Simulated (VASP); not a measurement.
# Ti4O in VASP: notebook

Ti4O is run at these levels: PBE; tasks: single point.

Program: VASP 6.6.1. These are calculated values, not measurements. Logs are shortened: lines on timing, memory, paths and dates and some standing lists are left out, and cuts for length are marked.

## 1. The cell of the first run

The cell holds a slab with vacuum, 5 atoms: a = 2.908 Å, b = 4.112 Å, c = 19.654 Å, α = 90.00°, β = 90.00°, γ = 90.00°.

## 2. Single point, PBE

The input, INCAR:

```
SYSTEM = Ti4O
  PREC = Accurate
  ENCUT = 520
  EDIFF = 1E-6
  ISMEAR = 0
  SIGMA = 0.1
  LREAL = .False.
  LASPH = .True.
  NELM = 80
  ALGO = Normal
  ISIF = 2
  LWAVE = .False.
  LCHARG = .True.
  LDIPOL = .True.
  IDIPOL = 3
  DIPOL = 0.5 0.5 0.335
  GGA = PE
  LELF = .True.
  LVHAR = .True.
  LVACPOTAV = .True.
  NBANDS = 35
```

The input, KPOINTS:

```
regular mesh
0
Gamma
  9 7 1
  0 0 0
```

The input, POSCAR:

```
Ti4O
1.0
    2.9075446938      0.0000000000      0.0000000000
    0.0000000000      4.1118891392      0.0000000000
    0.0000000000      0.0000000000     19.6535692687
Ti O
4 1
Direct
    0.5000000000      0.5000000000      0.2035253722
    0.0000000000      0.0000000000      0.2774952616
    0.5000000000      0.5000000000      0.3439484703
    0.0000000000      0.0000000000      0.4148645550
    0.5000000000      0.3000000000      0.4363974807
```

Potentials or basis: VASP PAW PBE potentials, release 64 (Ti_sv, O).

On the command line:

```
$ cat potpaw_PBE.64/Ti_sv/POTCAR potpaw_PBE.64/O/POTCAR > POTCAR
$ mpirun -np 1 vasp_std > vasp.out
```

OUTCAR:

```text
SYSTEM = Ti4O
   PREC = Accurate
   ENCUT = 520
   EDIFF = 1E-6
   ISMEAR = 0
   LREAL = .False.
   LASPH = .True.
   NELM = 80
   ISIF = 2
   GGA = PE

 ion  position               nearest neighbor table
   1  0.500  0.500  0.204-   3 2.76   2 2.91   2 2.91   2 2.91   2 2.91
   2  0.000  0.000  0.277-   4 2.70   3 2.84   3 2.84   3 2.84   3 2.84   1 2.91   1 2.91   1 2.91
                             1 2.91
   3  0.500  0.500  0.344-   5 1.99   1 2.76   2 2.84   2 2.84   2 2.84   2 2.84   4 2.88   4 2.88
                             4 2.88   4 2.88
   4  0.000  0.000  0.415-   5 1.95   5 1.95   2 2.70   3 2.88   3 2.88   3 2.88   3 2.88
   5  0.500  0.300  0.436-   4 1.95   4 1.95   3 1.99

  LATTYP: Found a simple orthorhombic cell.
 ALAT       =     2.9075446938
 B/A-ratio  =     1.4142135624
 C/A-ratio  =     6.7595071920

  Lattice vectors:

 A1 = (   2.9075446938,   0.0000000000,   0.0000000000)
 A2 = (   0.0000000000,   4.1118891392,   0.0000000000)
 A3 = (   0.0000000000,   0.0000000000,  19.6535692687)

Analysis of symmetry for initial positions (statically):
=====================================================================
 Subroutine PRICEL returns:
 Original cell was already a primitive cell.

 Routine SETGRP: Setting up the symmetry group for a
 simple orthorhombic supercell.

 Subroutine GETGRP returns: Found  2 space group operations
 (whereof  2 operations were pure point group operations)
 out of a pool of  8 trial point group operations.

The static configuration has the point symmetry C_1h.

Analysis of symmetry for dynamics (positions and initial velocities):
=====================================================================
 Subroutine PRICEL returns:
 Original cell was already a primitive cell.

 Routine SETGRP: Setting up the symmetry group for a
 simple orthorhombic supercell.

 Subroutine GETGRP returns: Found  2 space group operations
 (whereof  2 operations were pure point group operations)
 out of a pool of  8 trial point group operations.

The dynamic configuration has the point symmetry C_1h.

 Subroutine INISYM returns: Found  2 space group operations
 (whereof  2 operations are pure point group operations),
 and found     1 'primitive' translations

----------------------------------------------------------------------------------------

                                     Primitive cell

  volume of cell :     234.9683

  direct lattice vectors                    reciprocal lattice vectors
     2.907544694  0.000000000  0.000000000     0.343932804  0.000000000  0.000000000
     0.000000000  4.111889139  0.000000000     0.000000000  0.243197218  0.000000000
     0.000000000  0.000000000 19.653569269     0.000000000  0.000000000  0.050881343

  length of vectors
     2.907544694  4.111889139 19.653569269     0.343932804  0.243197218  0.050881343

  position of ions in fractional coordinates (direct lattice)
     0.500000000  0.500000000  0.203525372
     0.000000000  0.000000000  0.277495262
     0.500000000  0.500000000  0.343948470
     0.000000000  0.000000000  0.414864555
     0.500000000  0.300000000  0.436397481

  ion indices of the primitive-cell ions
   primitive index   ion index
                 1           1
                 2           2
                 3           3
                 4           4
                 5           5

----------------------------------------------------------------------------------------

 KPOINTS: regular mesh

Automatic generation of k-mesh.
 Grid dimensions read from file:
 generate k-points for:    9    7    1

 Generating k-lattice:

  Cartesian coordinates                     Fractional coordinates (reciprocal lattice)
     0.038214756  0.000000000  0.000000000     0.111111111  0.000000000  0.000000000
     0.000000000  0.034742460  0.000000000     0.000000000  0.142857143  0.000000000
     0.000000000  0.000000000  0.050881343     0.000000000  0.000000000  1.000000000

  Length of vectors
     0.038214756  0.034742460  0.050881343

  Shift w.r.t. Gamma in fractional coordinates (k-lattice)
     0.000000000  0.000000000  0.000000000

 Subroutine IBZKPT returns following result:
 ===========================================

 Found     20 irreducible k-points:

 Following reciprocal coordinates:
            Coordinates               Weight
  0.000000  0.000000  0.000000      1.000000
  0.111111  0.000000  0.000000      2.000000
  0.222222  0.000000  0.000000      2.000000
  0.333333  0.000000  0.000000      2.000000
  0.444444  0.000000  0.000000      2.000000
  0.000000  0.142857  0.000000      2.000000
[... 12 lines left out ...]
  0.333333  0.428571  0.000000      4.000000
  0.444444  0.428571  0.000000      4.000000
   k-points           NKPTS =     20   k-points in BZ     NKDIM =     20   number of bands    NBANDS=     35
   number of dos      NEDOS =    301   number of ions     NIONS =      5
   total plane-waves  NPLWV = 115200
   dimension x,y,z NGX =    24 NGY =   32 NGZ =  150
   dimension x,y,z NGXF=    48 NGYF=   64 NGZF=  300
   ions per type =               4   1
   NGX,Y,Z   is equivalent  to a cutoff of  13.72, 12.94, 12.69 a.u.
   NGXF,Y,Z  is equivalent  to a cutoff of  27.45, 25.88, 25.38 a.u.
 SYSTEM =  Ti4O
   PREC   = accura    normal or accurate (medium, high low for compatibility)
   ISTART =      0    job   : 0-new  1-cont  2-samecut
   ICHARG =      2    charge: 1-file 2-atom 10-const
   ISPIN  =      1    spin polarized calculation?
   LNONCOLLINEAR =      F non collinear calculations
   LSORBIT =      F    spin-orbit coupling
   LASPH  =      T    aspherical Exc in radial PAW
   ENCUT  =  520.0 eV  38.22 Ry    6.18 a.u.   5.41  7.65 36.54*2*pi/ulx,y,z
   NELM   =     80;   NELMIN=  2; NELMDL= -5     # of ELM steps
   EDIFF  = 0.1E-05   stopping-criterion for ELM
   LREAL  =      F    real-space projection
   EDIFFG = 0.1E-04   stopping-criterion for IOM
   NSW    =      0    number of steps for IOM
   IBRION =     -1    ionic relax: 0-MD 1-quasi-New 2-CG
   NFREE  =      0    steps in history (QN), initial steepest desc. (CG)
   ISIF   =      2    stress and relaxation
   ISYM   =      2    0-nonsym 1-usesym 2-fastsym
   POTIM  = 0.5000    time-step for ionic-motion
   TEBEG  =    0.0;   TEEND  =   0.0 temperature during run
   PSTRESS=    0.0 pullay stress
   NELECT =      54.0000    total number of electrons
   NUPDOWN=      -1.0000    fix difference up-down
   EMIN   =  10.00;   EMAX   =-10.00  energy-range for DOS
   EFERMI =   0.00;   METHOD = LEGACY
   ISMEAR =     0;   SIGMA  =   0.10  broadening in eV -4-tet -1-fermi 0-gaus
   EFERMI_NEDOS =   21; number of points for ismear=-14 and -15
   IALGO  =     38    algorithm
   IMIX   =      4    mixing-type and parameters
     AMIX     =   0.40;   BMIX     =  1.00
     AMIX_MAG =   1.60;   BMIX_MAG =  1.00
  volume/ion in A,a.u.               =      46.99       317.13
  Fermi-wavevector in a.u.,A,eV,Ry     =   1.002774  1.894968 13.681412  1.005555
  Thomas-Fermi vector in A             =   2.135283
   LORBIT       =      0    0 simple, 1 ext, 2 COOP (PROOUT), +10 PAW based schemes
   GGA     = PE    functional components
   LHFCALC =     F    Hartree Fock is set to
   AEXX    =    0.0000 exact exchange contribution
   IVDW    =     0    specifies the selected vdW correction
   LEPSILON=     F    determine dielectric tensor
   LRPA    =     F    only Hartree local field effects (RPA)
 non-spin polarized calculation
 Gauss-broadening in eV      SIGMA  =   0.10
  energy-cutoff  :      520.00
  volume of cell :      234.97
 maximum number of plane-waves:      6369
 NGX is ok and might be reduce to    24
   NGX = 11   NGY = 15   NGZ = 73

 dipolmoment           0.000000      0.000000      0.001442 electrons x Angstroem

 number of electron      54.0000014 magnetization

 dipolmoment           0.000000      0.000000     -0.002193 electrons x Angstroem

 Free energy of the ion-electron system (eV)
  ---------------------------------------------------
  ext. energy  EPLUGINS =         0.00000000
  ---------------------------------------------------
  free energy    TOTEN  =       -38.20101606 eV

  energy without entropy =      -38.16664581  energy(sigma->0) =      -38.18383093

 E-fermi :   0.4937     XC(G=0):  -4.6332

 val. band max:        0.4909094171   @ k =   0.0000   0.1429   0.0000
 cond. band min:       0.5044137289   @ k =   0.3333   0.1429   0.0000
 fundamental gap:      0.0135043118
 Fermi energy:         0.4936834164

 k-point     1 :       0.0000    0.0000    0.0000
  band No.  band energies     occupation
      1     -56.8050      2.00000
      2     -56.5038      2.00000
      3     -56.1723      2.00000
      4     -56.0665      2.00000
      5     -33.2318      2.00000
      6     -33.0555      2.00000
[... 27 lines left out ...]
     34       2.0752      0.00000
     35       2.2085      0.00000

 k-point     2 :       0.1111    0.0000    0.0000
  band No.  band energies     occupation
      1     -56.7990      2.00000
      2     -56.4987      2.00000
      3     -56.1654      2.00000
      4     -56.0651      2.00000
      5     -33.2206      2.00000
      6     -33.0536      2.00000
[... 27 lines left out ...]
     34       2.1042      0.00000
     35       2.3738      0.00000

 k-point     3 :       0.2222    0.0000    0.0000
  band No.  band energies     occupation
      1     -56.7839      2.00000
      2     -56.4856      2.00000
      3     -56.1470      2.00000
      4     -56.0622      2.00000
      5     -33.2197      2.00000
      6     -33.1298      2.00000
[... 27 lines left out ...]
     34       2.2014      0.00000
     35       2.3468      0.00000
[... 571 lines left out ...]
 k-point    19 :       0.3333    0.4286    0.0000
  band No.  band energies     occupation
      1     -56.7654      2.00000
      2     -56.4693      2.00000
      3     -56.1123      2.00000
      4     -56.0740      2.00000
      5     -33.3466      2.00000
      6     -33.1521      2.00000
[... 27 lines left out ...]
     34       2.0529      0.00000
     35       2.2150      0.00000

 k-point    20 :       0.4444    0.4286    0.0000
  band No.  band energies     occupation
      1     -56.7548      2.00000
      2     -56.4605      2.00000
      3     -56.1027      2.00000
      4     -56.0658      2.00000
      5     -33.4430      2.00000
      6     -33.1425      2.00000
[... 27 lines left out ...]
     34       2.3146      0.00000
     35       2.4000      0.00000

------------------------ aborting loop because EDIFF is reached ----------------------------------------

  FORCE on cell =-STRESS in cart. coord.  units (eV):
  Direction    XX          YY          ZZ          XY          YZ          ZX
  --------------------------------------------------------------------------------------
  -------------------------------------------------------------------------------------
  Total        2.2244637     -2.6092868      1.0247311      0.0000000      0.1545377      0.0000000
  in kB       15.1679428    -17.7919347      6.9873300      0.0000000      1.0537456      0.0000000
  external PRESSURE =       1.4544460 kB  Pullay stress =       0.0000000 kB

 VOLUME and BASIS-vectors are now :
 -----------------------------------------------------------------------------
  energy-cutoff  :      520.00
  volume of cell :      234.97
      direct lattice vectors                 reciprocal lattice vectors
     2.907544694  0.000000000  0.000000000     0.343932804  0.000000000  0.000000000
     0.000000000  4.111889139  0.000000000     0.000000000  0.243197218  0.000000000
     0.000000000  0.000000000 19.653569269     0.000000000  0.000000000  0.050881343

 POSITION                                       TOTAL-FORCE (eV/Angst)
 -----------------------------------------------------------------------------------
      1.45377      2.05594      4.00000         0.000000      0.006074      0.057034
      0.00000      0.00000      5.45377         0.000000     -0.007465     -0.329637
      1.45377      2.05594      6.75982         0.000000     -0.306573     -0.280996
      0.00000      0.00000      8.15357         0.000000      0.941036      0.494068
      1.45377      1.23357      8.57677         0.000000     -0.633072      0.059531
 -----------------------------------------------------------------------------------
    total drift:                                0.000000     -0.000266      0.000961

  FREE ENERGIE OF THE ION-ELECTRON SYSTEM (eV)
  ---------------------------------------------------
  free  energy   TOTEN  =       -38.2010160567 eV

  energy  without entropy=      -38.1666458055  energy(sigma->0) =      -38.18383093

 vacuum level on the upper side and lower side of the slab         3.772         3.804
```

Run time: 6.2 min. Hardware: 1 thread of Intel Xeon 6975P-C, shared host; peak memory 0.4 GiB.

What came out:

```
Free energy            : -38.2010 eV
Largest force          : 1.063 eV/Å
Band gap on the k mesh : zero (band 27 reaches 0.71 eV, above the bottom of band 28 at 0.50 eV)
```

Forces on the atoms (eV/Å):
```
Ti   0.000  0.006  0.057
Ti   0.000 -0.007 -0.330
Ti   0.000 -0.307 -0.281
Ti   0.000  0.941  0.494
O    0.000 -0.633  0.060
```

Levels at points of the mesh, in eV from the Fermi level:
```tsv
k point	band 24	band 25	band 26	band 27	band 28	band 29	band 30	band 31
(0.00, 0.00, 0.00)	-1.44	-0.64	-0.41	-0.13	0.22	0.33	0.70	0.95
```

(Part 1 of 2 ends here.)
